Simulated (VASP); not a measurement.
Set up this calculation in VASP 6.6.1, as the native input.

```
Task                   : single point
Functional             : PBE
Potentials or basis    : VASP PAW PBE potentials, release 64 (Sr_sv, Te)
Cutoff                 : 520 eV
k mesh                 : 6 × 6 × 6
Occupations            : gaussian, width 0.1 eV
Spin                   : no spin polarisation
Dipole correction      : no
Further INCAR settings : ALGO = Normal; EDIFF = 1e-06; NBANDS = 26
```

The structure of Sr3Te lies in POSCAR:

```
Sr3Te
1.0
   -2.4210242021      2.4210242021      5.9779706526
    2.4210242021     -2.4210242021      5.9779706526
    2.4210242021      2.4210242021     -5.9779706526
Sr Te
3 1
Direct
    0.5000000000      0.5000000000      0.0000000000
    0.7500000000      0.2500000000      0.5000000000
    0.2500000000      0.7500000000      0.5000000000
    0.0000000000      0.0000000000      0.0000000000
```

This cell differs from its parent crystal: Mg replaced by Sr, lengths x 1.173, strained.

The input as run:

INCAR

```
PREC = Accurate ; ENCUT = 520
EDIFF = 1E-6 ; ISMEAR = 0
SIGMA = 0.1 ; LREAL = False
LASPH = True ; NELM = 100
ALGO = Normal ; ISIF = 2
LWAVE = False ; LCHARG = False
GGA = PE ; NBANDS = 26
```

KPOINTS

```
Automatic mesh
0
Gamma
  6 6 6
```

Potentials or basis: VASP PAW PBE potentials, release 64 (Sr_sv, Te).

Run with:

```console
$ cat potpaw_PBE.64/Sr_sv/POTCAR potpaw_PBE.64/Te/POTCAR > POTCAR
$ mpirun -np 1 vasp_std > vasp.out
```

Results of the run:

```
Pressure               : 4.6 GPa
Band gap on the k mesh : zero (band 18 reaches 4.42 eV, above the bottom of band 19 at 3.89 eV)
```

Caveat: the cell differs from its parent crystal (Mg replaced by Sr, lengths x 1.173, strained); spin-orbit coupling is left out, which moves the levels of the heavy elements.

Run time: 2.8 min on 1 thread of Intel(R) Xeon(R) Platinum 8488C (Sapphire Rapids), with other jobs on the host, peak memory 0.43 GiB.
